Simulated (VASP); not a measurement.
# Rb3NaO2: relaxation of cell and atoms with PBE

Rb3NaO2:

```xyz
6
Lattice="4.8084 0.0000 0.0000 1.5276 6.2098 0.0000 0.1099 1.1797 6.5752" Properties=species:S:1:pos:R:3 pbc="T T T"
Rb    5.6926    4.3511    3.5252
Rb    3.2787    6.2360    4.0119
Rb    4.3041    2.3973    0.2448
Na    1.9056    4.9999    6.2850
O     5.2306    5.4947    0.7617
O     4.2650    1.7498    4.7293
```

The cell was generated, and may not be a known phase.

- Program: VASP 6.6.1
- Task: relaxation of cell and atoms
- Functional: PBE
- Potentials or basis: VASP PAW PBE potentials, release 64 (Rb_sv, Na_pv, O)
- Cutoff: 600 eV
- k mesh: 3 × 2 × 2
- Occupations: gaussian, width 0.15 eV
- Spin: no spin polarisation
- Dipole correction: no
- Further INCAR settings: ALGO = Normal; EDIFF = 1e-06; IBRION = 2; EDIFFG = -0.08; NSW = 36; ISIF = 3

The relaxed volume is 29.24 Å³/atom. The relaxed cell is a = 4.343 Å, b = 6.588 Å, c = 6.720 Å, α = 73.70°, β = 107.30°, γ = 89.91°. The space group after relaxing (to 0.1 Å) is P1 (No. 1) and the energy gained by relaxing is 912.7 meV/atom. The ionic steps are 32 and the pressure after relaxing is 0.0 GPa. The largest force after relaxing is 0.055 eV/Å and the band gap on the k mesh is 0.40 eV (least direct gap 0.46 eV).

Forces on the atoms (eV/Å):
```
Rb   0.009  0.021  0.030
Rb   0.005  0.004 -0.021
Rb  -0.001  0.004  0.020
Na   0.039  0.008 -0.019
O   -0.042 -0.011 -0.034
O   -0.010 -0.027  0.023
```

Stress tensor (GPa, compression positive):
```
 0.11  0.09 -0.01
 0.09  0.07 -0.11
-0.01 -0.11 -0.05
```

Step by step:
```csv
step,energy change (eV),largest force (eV/Å),pressure (GPa),volume (Å³)
1,0.0000,2.4744,-0.70,196.33
2,-1.5311,1.7326,-0.76,191.71
3,-2.8628,2.5492,1.68,178.79
4,-3.3877,0.8678,-0.62,187.40
5,-3.3896,0.8062,-0.54,186.77
6,-3.5683,0.7217,-0.29,184.73
7,-3.7346,0.6992,0.78,179.25
8,-3.9320,0.4991,0.39,185.08
9,-4.0299,0.6825,0.20,193.15
10,-4.1996,0.6681,-0.45,199.66
11,-4.3914,0.6591,-1.42,213.21
12,-4.6550,0.5768,-0.65,202.55
13,-4.7099,0.6986,0.14,195.63
14,-4.7910,0.5886,0.10,193.43
15,-4.7976,0.7649,0.14,192.54
16,-4.8983,0.3800,-0.37,192.65
17,-4.9210,0.5272,-0.70,192.68
18,-5.0194,0.5309,-0.48,187.02
19,-5.1910,0.7609,0.82,169.99
20,-5.2838,0.5382,0.60,169.76
21,-5.2864,0.5235,0.60,169.68
22,-5.3688,0.2982,-0.14,173.60
23,-5.3861,0.2265,-0.54,176.50
24,-5.4111,0.1453,-0.14,173.22
25,-5.4164,0.1802,0.17,171.15
26,-5.4278,0.1204,0.15,171.60
27,-5.4388,0.1960,0.10,172.89
28,-5.4460,0.1812,0.03,173.87
29,-5.4549,0.1691,-0.24,176.79
30,-5.4660,0.1217,-0.02,175.41
31,-5.4699,0.1162,0.23,173.91
32,-5.4762,0.0550,0.05,175.43
```

Final structure:
```
Rb Na O
1.0
     4.25026   -0.63813   -0.62267
     0.98777    6.51327   -0.00737
    -0.80539    2.03686    6.35338
Rb Na O
3 1 2
Direct
  0.92902 0.55594 0.49162
  0.48689 0.99099 0.64130
  0.65975 0.27818 0.01406
  0.15617 0.81434 0.00871
  0.67893 0.68829 0.05661
  0.04210 0.16997 0.76219
```

Levels at points of the mesh, in eV from the valence-band top:
```
           k point  band 21  band 22  band 23  band 24  band 25  band 26
(0.00, 0.00, 0.00)    -0.22    -0.20    -0.06     0.40     3.14     3.90
(0.00, 0.50, 0.00)    -0.25    -0.16    -0.07     1.63     1.98     3.93
(0.00, 0.00, 0.50)    -0.24    -0.16    -0.04     1.62     2.40     3.20
(0.00, 0.50, 0.50)    -0.26    -0.12    -0.08     1.75     2.51     3.44
```

It took 25 min on 1 thread of Oxide Virtual Turin-like Processor (shared host), peak memory 0.34 GiB.

Caveat: the k points lie up to 0.51 Å⁻¹ apart in the final cell; semilocal functionals underestimate gaps, and a narrow one can read as zero; the relaxation stopped at a loose force limit of 0.08 eV/Å, so its end isn't a converged minimum. A k mesh can miss the band edges.
